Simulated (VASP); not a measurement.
Write the native input for VASP 6.6.1 that does the following.

| Property | Result |
| --- | --- |
| Task | single point |
| Functional | PBE |
| Potentials or basis | VASP PAW PBE potentials, release 64 (Al, N, Zr_sv, O) |
| Cutoff | 520 eV |
| k mesh | 1 × 1 × 1 |
| Occupations | fermi-dirac, width 0.131 eV |
| Spin | no spin polarisation |
| Dipole correction | no |
| Further INCAR settings | LREAL = Auto; ALGO = Normal; EDIFF = 1e-06; NBANDS = 75; ISYM = 0 |

The structure of Zr4Al3N3O8 lies in POSCAR:

```
Zr4Al3N3O8
1.0
    6.0660810000     -0.0976330000     -0.0814120000
   -0.0976330000      6.0975380000      0.1964320000
   -0.0814120000      0.1964320000      6.3961640000
Al N Zr O
3 3 4 8
Direct
    0.6272302899      0.7586743819      0.0543419691
    0.0450756160      0.6206742467      0.2390194205
    0.2583170289      0.5993595206      0.6280739075
    0.2255447218      0.8097719742      0.0629033149
    0.8253754552      1.0197437904      0.8710106799
    0.3573180817      0.9650042560      0.6003803629
    0.7641948198      0.3555899514      0.8235439841
    0.6985676683      0.8929697512      0.5957444113
    0.1720472214      0.0529833932      0.8611439723
    0.4765418727      0.2319390355      0.3165834988
    0.4587181053      0.2491745501     -0.0020325772
    0.7303746896      0.2966335281      0.4909203308
    0.7796631119      0.5048400068      0.1211804765
    0.2554727002      0.4436956464      0.4032667893
    0.1180990332      0.3942899808      0.8000489839
    0.6529230829      0.9028217643      0.2992324289
    0.5594811026      0.5781465542      0.7199246285
    0.9962994914      0.7022380694      0.5107945490
```

One way to write it, as run:

INCAR

```
ALGO     = Normal         # electronic algorithm
EDIFF    = 1E-6           # SCF threshold, eV
ENCUT    = 520            # plane-wave cutoff, eV
GGA      = PE             # functional
ISIF     = 2              # what is computed and relaxed
ISMEAR   = -1             # smearing method
ISYM     = 0            
LASPH    = True           # aspherical terms in the spheres
LCHARG   = False          # write CHGCAR
LREAL    = Auto         
LWAVE    = False          # write WAVECAR
NBANDS   = 75             # bands
NELM     = 80             # most SCF steps
PREC     = Accurate       # precision mode
SIGMA    = 0.131          # smearing width, eV
```

KPOINTS

```
k-points
0
Gamma
  1 1 1
```

Potentials or basis: VASP PAW PBE potentials, release 64 (Al, N, Zr_sv, O).

Run with:

```bash
$ cat potpaw_PBE.64/Al/POTCAR potpaw_PBE.64/N/POTCAR potpaw_PBE.64/Zr_sv/POTCAR potpaw_PBE.64/O/POTCAR > POTCAR
$ mpirun -np 1 vasp_gam > vasp.out
```

It gave:

The pressure is -0.4 GPa and the largest force is 3.785 eV/Å.

Caveat: the k points lie up to 1.04 Å⁻¹ apart; the atoms stand as in a frame of molecular dynamics.

It took 54 s on 1 thread of Intel(R) Xeon(R) Platinum 8259CL CPU @ 2.50GHz (Skylake/Cascade Lake) (shared host), peak memory 0.31 GiB.
